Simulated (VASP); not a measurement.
# RuS2 (Pa-3) in VASP: further runs

RuS2 is run at these levels: PBEsol; tasks: single point, relaxation of cell and atoms.

All numbers are computed with VASP 6.6.1; they aren't measurements. Logs are shortened: lines on timing, memory, paths and dates and some standing lists are left out, and cuts for length are marked.

## (1) The cell of the first run

Symmetry: Pa-3, No. 205, cubic system. The conventional cell has a = 5.580 Å, b = 5.580 Å, c = 5.580 Å, α = 90.00°, β = 90.00°, γ = 90.00°. Within 3.1 Å of Ru (site symmetry -3) lie 6 S at 2.33 Å. Within 2.9 Å of S (site symmetry 3) lie 1 S at 2.20 Å and 3 Ru at 2.33 Å.

## (2) Single point, PBEsol

INCAR

```
PREC     = Accurate       # precision mode
ENCUT    = 520            # plane-wave cutoff, eV
EDIFF    = 1E-7           # SCF threshold, eV
ISMEAR   = -1             # smearing method
SIGMA    = 0.03           # smearing width, eV
LREAL    = False          # projectors in reciprocal space
LASPH    = True           # aspherical terms in the spheres
NELM     = 80             # most SCF steps
ALGO     = Normal         # electronic algorithm
ISIF     = 2              # what is computed and relaxed
LWAVE    = False          # write WAVECAR
LCHARG   = False          # write CHGCAR
GGA      = PS             # functional
NBANDS   = 64             # bands
```

KPOINTS

```
regular mesh
0
Gamma
  4 4 4
```

POSCAR

```
RuS2
1.0
    5.5803771930      0.0000000000      0.0000000000
    0.0000000000      5.5803771930      0.0000000000
    0.0000000000      0.0000000000      5.5803771930
Ru S
4 8
Direct
    0.0000000000      0.5000000000      0.5000000000
    0.5000000000      0.5000000000      0.0000000000
    0.5000000000      0.0000000000      0.5000000000
    0.0000000000      0.0000000000      0.0000000000
    0.3862764236      0.1137235764      0.8862764236
    0.1137235764      0.8862764236      0.3862764236
    0.8862764236      0.3862764236      0.1137235764
    0.6137235764      0.6137235764      0.6137235764
    0.3862764236      0.3862764236      0.3862764236
    0.1137235764      0.6137235764      0.8862764236
    0.8862764236      0.1137235764      0.6137235764
    0.6137235764      0.8862764236      0.1137235764
```

Potentials or basis: VASP PAW PBE potentials, release 64 (Ru_pv, S).

Launch:

```
$ cat potpaw_PBE.64/Ru_pv/POTCAR potpaw_PBE.64/S/POTCAR > POTCAR
$ mpirun -np 1 vasp_std > vasp.out
```

OUTCAR:

```text
PREC = Accurate
   ENCUT = 520
   EDIFF = 1E-7
   ISMEAR = -1
   LREAL = False
   LASPH = True
   NELM = 80
   ISIF = 2
   GGA = PS

 ion  position               nearest neighbor table
   1  0.000  0.500  0.500-   6 2.33   7 2.33   8 2.33   9 2.33  10 2.33  11 2.33
   2  0.500  0.500  0.000-   5 2.33   7 2.33   8 2.33   9 2.33  10 2.33  12 2.33
   3  0.500  0.000  0.500-   5 2.33   6 2.33   8 2.33   9 2.33  11 2.33  12 2.33
   4  0.000  0.000  0.000-   5 2.33   6 2.33   7 2.33  10 2.33  11 2.33  12 2.33
   5  0.386  0.114  0.886-  12 2.20   3 2.33   4 2.33   2 2.33
   6  0.114  0.886  0.386-  11 2.20   3 2.33   4 2.33   1 2.33
   7  0.886  0.386  0.114-  10 2.20   2 2.33   4 2.33   1 2.33
   8  0.614  0.614  0.614-   9 2.20   2 2.33   3 2.33   1 2.33
   9  0.386  0.386  0.386-   8 2.20   2 2.33   3 2.33   1 2.33
  10  0.114  0.614  0.886-   7 2.20   2 2.33   4 2.33   1 2.33
  11  0.886  0.114  0.614-   6 2.20   3 2.33   4 2.33   1 2.33
  12  0.614  0.886  0.114-   5 2.20   3 2.33   4 2.33   2 2.33

  LATTYP: Found a simple cubic cell.
 ALAT       =     5.5803771930

  Lattice vectors:

 A1 = (   5.5803771930,   0.0000000000,   0.0000000000)
 A2 = (   0.0000000000,   5.5803771930,   0.0000000000)
 A3 = (   0.0000000000,   0.0000000000,   5.5803771930)

Analysis of symmetry for initial positions (statically):
=====================================================================
 Subroutine PRICEL returns:
 Original cell was already a primitive cell.

 Routine SETGRP: Setting up the symmetry group for a
 simple cubic supercell.

 Subroutine GETGRP returns: Found 24 space group operations
 (whereof  6 operations were pure point group operations)
 out of a pool of 48 trial point group operations.

The static configuration has the point symmetry S_6 .
 The point group associated with its full space group is T_h .

Analysis of symmetry for dynamics (positions and initial velocities):
=====================================================================
 Subroutine PRICEL returns:
 Original cell was already a primitive cell.

 Routine SETGRP: Setting up the symmetry group for a
 simple cubic supercell.

 Subroutine GETGRP returns: Found 24 space group operations
 (whereof  6 operations were pure point group operations)
 out of a pool of 48 trial point group operations.

The dynamic configuration has the point symmetry S_6 .
 The point group associated with its full space group is T_h .

 Subroutine INISYM returns: Found 24 space group operations
 (whereof  6 operations are pure point group operations),
 and found     1 'primitive' translations

----------------------------------------------------------------------------------------

                                     Primitive cell

  volume of cell :     173.7763

  direct lattice vectors                    reciprocal lattice vectors
     5.580377193  0.000000000  0.000000000     0.179199356  0.000000000  0.000000000
     0.000000000  5.580377193  0.000000000     0.000000000  0.179199356  0.000000000
     0.000000000  0.000000000  5.580377193     0.000000000  0.000000000  0.179199356

  length of vectors
     5.580377193  5.580377193  5.580377193     0.179199356  0.179199356  0.179199356

  position of ions in fractional coordinates (direct lattice)
     0.000000000  0.500000000  0.500000000
     0.500000000  0.500000000  0.000000000
     0.500000000  0.000000000  0.500000000
     0.000000000  0.000000000  0.000000000
     0.386276424  0.113723576  0.886276424
     0.113723576  0.886276424  0.386276424
     0.886276424  0.386276424  0.113723576
     0.613723576  0.613723576  0.613723576
     0.386276424  0.386276424  0.386276424
     0.113723576  0.613723576  0.886276424
     0.886276424  0.113723576  0.613723576
     0.613723576  0.886276424  0.113723576

  ion indices of the primitive-cell ions
   primitive index   ion index
                 1           1
                 2           2
                 3           3
                 4           4
                 5           5
                 6           6
                 7           7
                 8           8
                 9           9
                10          10
                11          11
                12          12

----------------------------------------------------------------------------------------

 KPOINTS: regular mesh

Automatic generation of k-mesh.
 Grid dimensions read from file:
 generate k-points for:    4    4    4

 Generating k-lattice:

  Cartesian coordinates                     Fractional coordinates (reciprocal lattice)
     0.044799839  0.000000000  0.000000000     0.250000000  0.000000000  0.000000000
     0.000000000  0.044799839  0.000000000     0.000000000  0.250000000  0.000000000
     0.000000000  0.000000000  0.044799839     0.000000000  0.000000000  0.250000000

  Length of vectors
     0.044799839  0.044799839  0.044799839

  Shift w.r.t. Gamma in fractional coordinates (k-lattice)
     0.000000000  0.000000000  0.000000000

 Subroutine IBZKPT returns following result:
 ===========================================

 Found     11 irreducible k-points:

 Following reciprocal coordinates:
            Coordinates               Weight
  0.000000  0.000000  0.000000      1.000000
  0.250000  0.000000  0.000000      6.000000
  0.500000  0.000000  0.000000      3.000000
  0.250000  0.250000  0.000000     12.000000
  0.500000  0.250000  0.000000      6.000000
 -0.250000  0.500000  0.000000      6.000000
  0.500000  0.500000  0.000000      3.000000
  0.250000  0.250000  0.250000      8.000000
  0.500000  0.250000  0.250000     12.000000
  0.500000  0.500000  0.250000      6.000000
  0.500000  0.500000  0.500000      1.000000
   k-points           NKPTS =     11   k-points in BZ     NKDIM =     11   number of bands    NBANDS=     64
   number of dos      NEDOS =    301   number of ions     NIONS =     12
   total plane-waves  NPLWV =  74088
   dimension x,y,z NGX =    42 NGY =   42 NGZ =   42
   dimension x,y,z NGXF=    84 NGYF=   84 NGZF=   84
   ions per type =               4   8
   NGX,Y,Z   is equivalent  to a cutoff of  12.51, 12.51, 12.51 a.u.
   NGXF,Y,Z  is equivalent  to a cutoff of  25.02, 25.02, 25.02 a.u.
 SYSTEM =  unknown system
   PREC   = accura    normal or accurate (medium, high low for compatibility)
   ISTART =      0    job   : 0-new  1-cont  2-samecut
   ICHARG =      2    charge: 1-file 2-atom 10-const
   ISPIN  =      1    spin polarized calculation?
   LNONCOLLINEAR =      F non collinear calculations
   LSORBIT =      F    spin-orbit coupling
   LASPH  =      T    aspherical Exc in radial PAW
   ENCUT  =  520.0 eV  38.22 Ry    6.18 a.u.  10.38 10.38 10.38*2*pi/ulx,y,z
   NELM   =     80;   NELMIN=  2; NELMDL= -5     # of ELM steps
   EDIFF  = 0.1E-06   stopping-criterion for ELM
   LREAL  =      F    real-space projection
   EDIFFG = 0.1E-05   stopping-criterion for IOM
   NSW    =      0    number of steps for IOM
   IBRION =     -1    ionic relax: 0-MD 1-quasi-New 2-CG
   NFREE  =      0    steps in history (QN), initial steepest desc. (CG)
   ISIF   =      2    stress and relaxation
   ISYM   =      2    0-nonsym 1-usesym 2-fastsym
   POTIM  = 0.5000    time-step for ionic-motion
   TEBEG  =    0.0;   TEEND  =   0.0 temperature during run
   PSTRESS=    0.0 pullay stress
   NELECT =     104.0000    total number of electrons
   NUPDOWN=      -1.0000    fix difference up-down
   EMIN   =  10.00;   EMAX   =-10.00  energy-range for DOS
   EFERMI =   0.00;   METHOD = LEGACY
   ISMEAR =    -1;   SIGMA  =   0.03  broadening in eV -4-tet -1-fermi 0-gaus
   EFERMI_NEDOS =   21; number of points for ismear=-14 and -15
   IALGO  =     38    algorithm
   IMIX   =      4    mixing-type and parameters
     AMIX     =   0.40;   BMIX     =  1.00
     AMIX_MAG =   1.60;   BMIX_MAG =  1.00
  volume/ion in A,a.u.               =      14.48        97.73
  Fermi-wavevector in a.u.,A,eV,Ry     =   1.379608  2.607081 25.896219  1.903318
  Thomas-Fermi vector in A             =   2.504562
   LORBIT       =      0    0 simple, 1 ext, 2 COOP (PROOUT), +10 PAW based schemes
   GGA     = PS    functional components
   LHFCALC =     F    Hartree Fock is set to
   AEXX    =    0.0000 exact exchange contribution
   IVDW    =     0    specifies the selected vdW correction
   LEPSILON=     F    determine dielectric tensor
   LRPA    =     F    only Hartree local field effects (RPA)
 non-spin polarized calculation
  energy-cutoff  :      520.00
  volume of cell :      173.78
 maximum number of plane-waves:      4713
 NGX is ok and might be reduce to    42
   NGX = 21   NGY = 21   NGZ = 21

 number of electron     103.9999983 magnetization

 Free energy of the ion-electron system (eV)
  ---------------------------------------------------
  ext. energy  EPLUGINS =         0.00000000
  ---------------------------------------------------
  free energy    TOTEN  =       -84.08050849 eV

  energy without entropy =      -84.08049532  energy(sigma->0) =      -84.08050191

 E-fermi :   9.4071     XC(G=0): -12.2060

 val. band max:        9.1232812818   @ k =   0.5000   0.0000   0.0000
 cond. band min:       9.6246518087   @ k =   0.0000   0.0000   0.0000
 fundamental gap:      0.5013705269
 Fermi energy:         9.4071219228

 k-point     1 :       0.0000    0.0000    0.0000
  band No.  band energies     occupation
      1     -32.8203      2.00000
      2     -32.8203      2.00000
      3     -32.8203      2.00000
      4     -32.8096      2.00000
      5     -32.8096      2.00000
      6     -32.8060      2.00000
[... 56 lines left out ...]
     63      14.4094      0.00000
     64      14.4094      0.00000

 k-point     2 :       0.2500    0.0000    0.0000
  band No.  band energies     occupation
      1     -32.8188      2.00000
      2     -32.8188      2.00000
      3     -32.8187      2.00000
      4     -32.8112      2.00000
      5     -32.8091      2.00000
      6     -32.8075      2.00000
[... 659 lines left out ...]
     63      12.9953      0.00000
     64      12.9953      0.00000

------------------------ aborting loop because EDIFF is reached ----------------------------------------

  FORCE on cell =-STRESS in cart. coord.  units (eV):
  Direction    XX          YY          ZZ          XY          YZ          ZX
  --------------------------------------------------------------------------------------
  -------------------------------------------------------------------------------------
  Total       -0.0474686     -0.0474686     -0.0474686     -0.0000000     -0.0000000      0.0000000
  in kB       -0.4376490     -0.4376490     -0.4376490     -0.0000000     -0.0000000      0.0000000
  external PRESSURE =      -0.4376490 kB  Pullay stress =       0.0000000 kB

 VOLUME and BASIS-vectors are now :
 -----------------------------------------------------------------------------
  energy-cutoff  :      520.00
  volume of cell :      173.78
      direct lattice vectors                 reciprocal lattice vectors
     5.580377193  0.000000000  0.000000000     0.179199356  0.000000000  0.000000000
     0.000000000  5.580377193  0.000000000     0.000000000  0.179199356  0.000000000
     0.000000000  0.000000000  5.580377193     0.000000000  0.000000000  0.179199356

 POSITION                                       TOTAL-FORCE (eV/Angst)
 -----------------------------------------------------------------------------------
      0.00000      2.79019      2.79019         0.000000     -0.000000     -0.000000
      2.79019      2.79019      0.00000         0.000000     -0.000000     -0.000000
      2.79019      0.00000      2.79019         0.000000     -0.000000     -0.000000
      0.00000      0.00000      0.00000         0.000000     -0.000000     -0.000000
      2.15557      0.63462      4.94576         0.014128     -0.014128      0.014128
      0.63462      4.94576      2.15557        -0.014128      0.014128      0.014128
      4.94576      2.15557      0.63462         0.014128      0.014128     -0.014128
      3.42481      3.42481      3.42481        -0.014128     -0.014128     -0.014128
      2.15557      2.15557      2.15557         0.014128      0.014128      0.014128
      0.63462      3.42481      4.94576        -0.014128     -0.014128      0.014128
      4.94576      0.63462      3.42481         0.014128     -0.014128     -0.014128
      3.42481      4.94576      0.63462        -0.014128      0.014128     -0.014128
 -----------------------------------------------------------------------------------
    total drift:                               -0.000000     -0.000000     -0.000000

  FREE ENERGIE OF THE ION-ELECTRON SYSTEM (eV)
  ---------------------------------------------------
  free  energy   TOTEN  =       -84.0805084886 eV

  energy  without entropy=      -84.0804953250  energy(sigma->0) =      -84.08050191
```

It took 2.4 min on 1 thread of Intel Xeon Platinum 8488C (Sapphire Rapids), shared host; peak memory 0.29 GiB.

What came out:

```yaml
Free_energy: -84.0805 eV
Pressure: 0.0 GPa
Largest_force: 0.024 eV/Å
Band_gap_on_the_k_mesh: 0.50 eV (least direct gap 0.75 eV)
```

Forces on the atoms (eV/Å):
```
Ru   0.000  0.000  0.000
Ru   0.000  0.000  0.000
Ru   0.000  0.000  0.000
Ru   0.000  0.000  0.000
S    0.014 -0.014  0.014
S   -0.014  0.014  0.014
S    0.014  0.014 -0.014
S   -0.014 -0.014 -0.014
S    0.014  0.014  0.014
S   -0.014 -0.014  0.014
S    0.014 -0.014 -0.014
S   -0.014  0.014 -0.014
```

Caveat: semilocal functionals underestimate gaps, and a narrow one can read as zero; the PAW data sets were made with another functional, which shifts forces and pressure a little. A k mesh can miss the band edges.

(Part 1 of 2 ends here.)
